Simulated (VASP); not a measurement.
Input of a VASP 6.6.1 run:

The input INCAR:

```
PREC = Accurate
ENCUT = 520
EDIFF = 1E-6
ISMEAR = 0
SIGMA = 0.01
LREAL = F
LASPH = T
NELM = 100
ALGO = Normal
ISIF = 2
LWAVE = F
LCHARG = T
GGA = CA
LELF = T
LVHAR = T
NBANDS = 11
```

KPOINTS

```
regular mesh
0
Gamma
  14 14 8
```

Contents of POSCAR:

```
C
1.0
    2.1161885883     -1.2217862390     -0.0119127759
    2.1161885883      1.2217862390     -0.0119127759
   -1.3917863710      0.0000000000      3.2737889822
C
2
Direct
    0.8333955340      0.8333955340      0.0001896004
    0.1666044660      0.1666044660      0.9998103996
```

Potentials or basis: VASP PAW LDA potentials, release 64 (C).

Command:

```sh
$ cat potpaw_LDA.64/C/POTCAR > POTCAR
$ mpirun -np 1 vasp_std > vasp.out
```

(1) What does it give for the pressure?

## Answers

(1) 1.5 GPa.
